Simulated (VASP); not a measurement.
## SnO2: single point with revPBE

SnO2:

```
CELL_PARAMETERS angstrom
-3.24790 3.43798 3.43798
3.24790 -3.43798 3.43798
3.24790 3.43798 -3.43798
ATOMIC_POSITIONS crystal
Sn 0.50000 0.00000 0.00000
Sn 0.50000 0.50000 0.50000
Sn 0.00000 0.75000 0.25000
Sn 0.00000 0.25000 0.75000
O 0.80683 0.80684 0.50000
O 0.80683 0.30683 0.00000
O 0.30684 0.25001 0.05683
O 0.69318 0.25001 0.44317
O 0.30682 0.74999 0.55683
O 0.19317 0.69317 0.00000
O 0.69316 0.74999 0.94317
O 0.19317 0.19316 0.50000
```

```
Program                : VASP 6.6.1
Task                   : single point
Functional             : revPBE
Potentials or basis    : VASP PAW PBE potentials, release 64 (Sn_d, O)
Cutoff                 : 520 eV
k mesh                 : 6 × 6 × 6
Occupations            : fermi-dirac, width 0.05 eV
Spin                   : no spin polarisation
Dipole correction      : no
Further INCAR settings : ALGO = Normal; EDIFF = 1e-06; NBANDS = 64
```

| Property | Result |
| --- | --- |
| Pressure | 0.6 GPa |
| Largest force | 0.018 eV/Å |
| Band gap on the k mesh | 0.57 eV |

Forces in eV/Å, atoms in the order of the input:
```
Sn   0.000  0.000  0.000
Sn   0.000  0.000  0.000
Sn   0.000  0.000  0.000
Sn   0.000  0.000  0.000
O    0.000  0.000 -0.018
O    0.000  0.000 -0.018
O    0.000 -0.018  0.000
O    0.000  0.018  0.000
O    0.000 -0.018  0.000
O    0.000  0.000  0.018
O    0.000  0.018  0.000
O    0.000  0.000  0.018
```

Stress tensor (GPa, compression positive):
```
0.75 0.00 0.00
0.00 0.48 0.00
0.00 0.00 0.48
```

Levels at points of the mesh, in eV from the valence-band top:
| k point | band 49 | band 50 | band 51 | band 52 | band 53 | band 54 | band 55 | band 56 |
| --- | --- | --- | --- | --- | --- | --- | --- | --- |
| (0.00, 0.00, 0.00) | -0.76 | -0.73 | -0.72 | 0.00 | 0.57 | 4.26 | 4.26 | 5.63 |
| (0.50, 0.00, 0.00) | -0.76 | -0.76 | -0.59 | -0.59 | 3.77 | 3.77 | 5.72 | 5.72 |
| (0.00, 0.50, 0.00) | -0.79 | -0.79 | -0.47 | -0.47 | 3.90 | 3.90 | 5.49 | 5.49 |
| (0.50, 0.50, 0.00) | -0.79 | -0.79 | -0.47 | -0.47 | 3.90 | 3.90 | 5.49 | 5.49 |
| (0.50, 0.50, 0.50) | -1.15 | -1.15 | -0.84 | -0.84 | 4.16 | 4.16 | 5.46 | 5.46 |

Run time: 8 min on 1 thread of AMD EPYC 7R13 Processor (Zen 3), with other jobs on the host, peak memory 0.48 GiB.

Caveat: the PAW data sets were made with another functional, which shifts forces and pressure a little; spin-orbit coupling is left out, which moves the levels of the heavy elements.
